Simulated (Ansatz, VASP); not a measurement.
**Sb: VASP beside Ansatz**

```
Sb
1.0
     3.16000    0.00000    0.00000
     0.00000    3.16000    0.00000
     0.00000    0.00000    3.16000
Sb
1
Direct
  0.00000 0.00000 0.00000
```

Alike in both runs: task single point; functional PBE; k mesh 13 × 13 × 13; occupations fermi-dirac, width 0.05 eV; non-collinear spin, spin-orbit coupling.

```csv
,VASP,Ansatz
version,VASP 6.6.1,Ansatz 0.2.0
potentials or method,"VASP PAW PBE potentials, release 64 (Sb), cutoff 520 eV",all-electron LAPW
```

```tsv
	VASP	Ansatz	Ansatz less VASP
pressure (GPa)	-2.4	-2.3	+0.04
```

Ansatz ran all-electron here, and VASP with PAW potentials.
